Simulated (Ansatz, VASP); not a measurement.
**GaAs: VASP beside Ansatz**

Contents of INCAR:

```
PREC = Accurate ; ENCUT = 600
EDIFF = 1E-6 ; ISMEAR = 0
SIGMA = 0.02 ; LREAL = False
LASPH = True ; NELM = 100
ALGO = Normal ; ISIF = 3
LWAVE = False ; LCHARG = False
IBRION = 2 ; NSW = 100
EDIFFG = -0.002
```

The input KPOINTS:

```
regular mesh
0
Gamma
  12 12 12
```

File POSCAR:

```
GaAs
1.0
    0.0000000000      2.8016907960      2.8016907960
    2.8016907960      0.0000000000      2.8016907960
    2.8016907960      2.8016907960      0.0000000000
Ga As
1 1
Direct
    0.0000000000      0.0000000000      0.0000000000
    0.7500000000      0.7500000000      0.7500000000
```

Input for Ansatz:

```yaml
crystal:
  lattice:
    - [0.0, 2.801690795, 2.801690795]
    - [2.801690795, 0.0, 2.801690795]
    - [2.801690795, 2.801690795, 0.0]
  atoms:
    - { symbol: Ga, position: [0.0, 0.0, 0.0] }
    - { symbol: As, position: [0.75, 0.75, 0.75] }
basis:
  ecutwfc: 420
kpoints:
  mp_grid: { grid: [12, 12, 12] }
hamiltonian:
  xc: lda
scf:
  occupations: { method: gaussian, width: 0.02 }
output:
  forces: true
  stress: true
  eigenvalues: true
relax:
  adjacent_minimum: "off"
  f_tol: 0.002
  max_steps: 80
  cell: { stress_tol: 0.02 }
```

Alike in both runs: task relaxation of cell and atoms; functional LDA; k mesh 12 × 12 × 12; occupations gaussian, width 0.02 eV; no spin polarisation.

|  | VASP | Ansatz |
| --- | --- | --- |
| version | VASP 6.6.1 | Ansatz 0.2.0 |
| potentials or method | VASP PAW LDA potentials, release 64 (Ga_d, As), cutoff 600 eV | scalar-relativistic, plane waves, PAW |
| valence electrons in the cell | 18 | 28 |

```tsv
	VASP	Ansatz	Ansatz less VASP
gap on the k mesh at the Fermi level, each at its own relaxed structure (eV)	0.50	0.49	-0.019
relaxed volume (Å³/atom)	22.08	21.99	-0.088
relaxed cell length with the largest relative difference (Å)	3.967	3.962	-0.0053
```

LDA's correlation is that of Perdew and Zunger in VASP and of Perdew and Wang (1992) in Ansatz. VASP's potentials hold 18 valence electrons a cell and Ansatz's 28, so a difference there can come from the potentials and not from the codes.
